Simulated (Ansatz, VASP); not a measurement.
**One calculation of SnSe2, two programs**

```xyz
3
Lattice="3.8110 0.0000 0.0000 -1.9055 3.3004 0.0000 0.0000 0.0000 6.1360" Properties=species:S:1:pos:R:3 pbc="T T T"
Sn    0.0000    0.0000    0.0000
Se    0.0000    2.2003    1.5279
Se    1.9055    1.1001    4.6081
```

Alike in both runs: task single point; functional LDA; k mesh 6 × 6 × 4; occupations fermi-dirac, width 0.0272 eV; no spin polarisation.

```csv
,VASP,Ansatz
version,VASP 6.6.1,Ansatz 0.2.0
potentials or method,"VASP PAW LDA potentials, release 64 (Sn_d, Se)","PAW with Ansatz's default frozen-core files, scalar-relativistic"
plane-wave cutoff (eV),500,420
valence electrons in the cell,26,46
```

VASP gave:

| Property | Result |
| --- | --- |
| pressure (GPa) | 1.0 |
| traceless stress, the component that is largest in VASP (GPa) | 1.01 |
| rms of the force components (eV/Å) | 0.234 |

Task: Estimate Ansatz's values.

Result: Pressure (GPa): 0.8; traceless stress, the component that is largest in VASP (GPa): 1.01; rms of the force components (eV/Å): 0.221.

LDA's correlation is that of Perdew and Zunger in VASP and of Perdew and Wang (1992) in Ansatz. Atom by atom the forces differ by 0.013 eV/Å (rms over components). VASP's potentials hold 26 valence electrons a cell and Ansatz's 46, so a difference there can come from the potentials and not from the codes.
